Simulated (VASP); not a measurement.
A run of VASP 6.6.1:

The input INCAR:

```
SYSTEM = BN
ALGO = Normal
EDIFF = 1E-6
ENCUT = 520
GGA = PE
ISIF = 2
ISMEAR = 0
LASPH = .True.
LCHARG = .False.
LREAL = .False.
LWAVE = .False.
NBANDS = 16
NELM = 60
PREC = Accurate
SIGMA = 0.05
```

The input KPOINTS:

```
k-points
0
Gamma
  6 6 6
  0 0 0
```

POSCAR

```
BN
1.0
    0.0000000000     -1.8123937734     -1.8123937734
   -1.8123937734      0.0000000000     -1.8123937734
    1.8123937734      1.8123937734     -3.6247875468
B N
2 2
Direct
    0.0244453560      0.0123118743      0.0000000000
    0.4755546440      0.4876881257      0.5000000000
    0.4000165296      0.3875995452      0.8750000000
    0.8499834704      0.8624004548      0.3750000000
```

Potentials or basis: VASP PAW PBE potentials, release 64 (B, N).

Launch:

```sh
$ cat potpaw_PBE.64/B/POTCAR potpaw_PBE.64/N/POTCAR > POTCAR
$ mpirun -np 1 vasp_std > vasp.out
```

Hardware: 1 thread of Intel(R) Xeon(R) Platinum 8488C (Sapphire Rapids), with other jobs on the host.

Task: How long does it take, and how much memory?

Result: It took 25 s on 1 thread of Intel(R) Xeon(R) Platinum 8488C (Sapphire Rapids), on a shared host, peak memory 0.15 GiB. Counts: scf iterations 13, k points 112.
